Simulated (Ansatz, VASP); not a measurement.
Given: the input of a run of Ansatz 0.2.0 on Tc.

The input input.yaml:

```yaml
crystal:
  lattice:
    - [2.7937391334, 0.0, 0.0]
    - [-1.3968695667, 2.4194490611, 0.0]
    - [0.0, 0.0, 4.484257193]
  atoms:
    - { symbol: Tc, position: [0.6666666667, 0.3333333333, 0.75] }
    - { symbol: Tc, position: [0.3333333333, 0.6666666667, 0.25] }
kpoints:
  mp_grid: { grid: [11, 11, 6] }
scf:
  occupations: { method: fermi_dirac, width: 0.05 }
hamiltonian:
  xc: lda
  pseudopotentials: { kind: all_electron, lapw: { basis_error: 0.001 } }
output:
  forces: true
  stress: true
  eigenvalues: true
```

Potentials or basis: all-electron LAPW, scalar-relativistic.

Launch:

```sh
$ ansatz run input.yaml --threads 1 --pin off --max-ram 3072MiB --backend cpu --events-out ev --progress --plain --runs-dir out
```

Problem. Translate it to VASP 6.6.1. Potentials there: VASP PAW LDA potentials, release 64 (Tc_pv).

Solution. As run (the cutoff follows the program's own potentials):

The input INCAR:

```
  PREC = Accurate
  ENCUT = 520
  EDIFF = 1E-6
  ISMEAR = -1
  SIGMA = 0.05
  LREAL = F
  LASPH = T
  NELM = 80
  ALGO = Normal
  ISIF = 2
  LWAVE = F
  LCHARG = F
  NBANDS = 20
```

Contents of KPOINTS:

```
regular mesh
0
Gamma
  11 11 6
```

POSCAR

```
Tc
1.0
    2.7937391334      0.0000000000      0.0000000000
   -1.3968695667      2.4194490611      0.0000000000
    0.0000000000      0.0000000000      4.4842571930
Tc
2
Direct
    0.6666666667      0.3333333333      0.7500000000
    0.3333333333      0.6666666667      0.2500000000
```

Potentials or basis: VASP PAW LDA potentials, release 64 (Tc_pv).

The run is started by

```console
$ cat potpaw_LDA.64/Tc_pv/POTCAR > POTCAR
$ mpirun -np 1 vasp_std > vasp.out
```

Both were run:

|  | VASP | Ansatz | Ansatz less VASP |
| --- | --- | --- | --- |
| gap on the k mesh at the Fermi level (eV) | none | none | - |
| pressure (GPa) | -26.5 | -26.5 | -0.02 |
| traceless stress, the component that is largest in VASP (GPa) | -0.52 | -0.48 | +0.048 |

LDA's correlation is that of Perdew and Zunger in VASP and of Perdew and Wang (1992) in Ansatz. A gap of «none» marks a metal or a gap that the smearing closes. Ansatz ran all-electron here, and VASP with PAW potentials.
